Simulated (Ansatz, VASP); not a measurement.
**One calculation of HfN, two programs**

```xyz
2
Lattice="0.0000 2.2739 2.2739 2.2739 0.0000 2.2739 2.2739 2.2739 0.0000" Properties=species:S:1:pos:R:3 pbc="T T T"
Hf    0.0000    0.0000    0.0000
N     2.2739    2.2739    2.2739
```

Alike in both runs: task relaxation of cell and atoms; functional PBE; dispersion D3(BJ); k mesh 16 × 16 × 16; occupations gaussian, width 0.1 eV; no spin polarisation.

```csv
,VASP,Ansatz
version,VASP 6.6.1,Ansatz 0.2.0
potentials or method,"VASP PAW PBE potentials, release 64 (Hf_pv, N), cutoff 600 eV","scalar-relativistic, plane waves, PAW"
valence electrons in the cell,15,31
```

Ansatz gave:

```
gap on the k mesh at the Fermi level, each at its own relaxed structure (eV) : none
relaxed volume (Å³/atom)                                                     : 11.52
relaxed cell length with the largest relative difference (Å)                 : 3.194
```

Problem. Which values does VASP return?

Solution. gap on the k mesh at the Fermi level, each at its own relaxed structure (eV): none; relaxed volume (Å³/atom): 11.41; relaxed cell length with the largest relative difference (Å): 3.184.

A gap of «none» marks a metal or a gap that the smearing closes. VASP's potentials hold 15 valence electrons a cell and Ansatz's 31, so a difference there can come from the potentials and not from the codes.

Spin-orbit coupling is off throughout.
